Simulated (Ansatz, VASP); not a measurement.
**TaN in VASP and in Ansatz**

The input INCAR:

```
PREC = Accurate ; ENCUT = 520
EDIFF = 1E-6 ; ISMEAR = 0
SIGMA = 0.15 ; LREAL = False
LASPH = True ; NELM = 80
ALGO = Normal ; ISIF = 2
LWAVE = False ; LCHARG = False
GGA = PS ; NBANDS = 24
```

KPOINTS

```
regular mesh
0
Gamma
  18 18 10
```

File POSCAR:

```
TaN
1.0
    3.0500010905      0.0000000000      0.0000000000
   -1.5250005453      2.6413784260      0.0000000000
    0.0000000000      0.0000000000      5.0882000000
Ta N
2 2
Direct
    0.3333333333      0.6666666667      0.0000000000
    0.6666666667      0.3333333333      0.5000000000
    0.3333333333      0.6666666667      0.3850000000
    0.6666666667      0.3333333333      0.8850000000
```

Input for Ansatz:

```yaml
crystal:
  lattice:
    - [3.0500010905, 0.0, 0.0]
    - [-1.5250005453, 2.641378426, 0.0]
    - [0.0, 0.0, 5.0882]
  atoms:
    - { symbol: Ta, position: [0.3333333333, 0.6666666667, 0.0] }
    - { symbol: Ta, position: [0.6666666667, 0.3333333333, 0.5] }
    - { symbol: "N", position: [0.3333333333, 0.6666666667, 0.385] }
    - { symbol: "N", position: [0.6666666667, 0.3333333333, 0.885] }
basis:
  ecutwfc: 420
kpoints:
  mp_grid: { grid: [18, 18, 10] }
hamiltonian:
  xc: pbesol
scf:
  occupations: { method: gaussian, width: 0.15 }
output:
  forces: true
  stress: true
  eigenvalues: true
```

Change from the starting cell: strain +0.000 along x and y, +0.030 along z, atoms carried along.

Alike in both runs: task single point; functional PBEsol; k mesh 18 × 18 × 10; occupations gaussian, width 0.15 eV; no spin polarisation.

|  | VASP | Ansatz |
| --- | --- | --- |
| version | VASP 6.6.1 | Ansatz 0.2.0 |
| potentials or method | VASP PAW PBE potentials, release 64 (Ta_pv, N), cutoff 520 eV | scalar-relativistic, plane waves, PAW |
| valence electrons in the cell | 32 | 36 |

Ansatz gave:

| Item | Value |
| --- | --- |
| gap on the k mesh at the Fermi level (eV) | none |
| pressure (GPa) | 108.2 |
| traceless stress, the component that is largest in VASP (GPa) | -23.89 |
| rms of the force components (eV/Å) | 2.041 |

Q: Which values does VASP return?

A: gap on the k mesh at the Fermi level (eV): none; pressure (GPa): 111.1; traceless stress, the component that is largest in VASP (GPa): -24.56; rms of the force components (eV/Å): 2.085.

VASP's potentials were made for PBE, not for PBEsol. Atom by atom the forces differ by 0.044 eV/Å (rms over components). A gap of «none» marks a metal or a gap that the smearing closes. Both programs put the cell under a high pressure, so it lies far from rest at this level. VASP's potentials hold 32 valence electrons a cell and Ansatz's 36, so a difference there can come from the potentials and not from the codes.

Spin-orbit coupling is off throughout. Noted on VASP's run: the cell as given lies far from equilibrium.
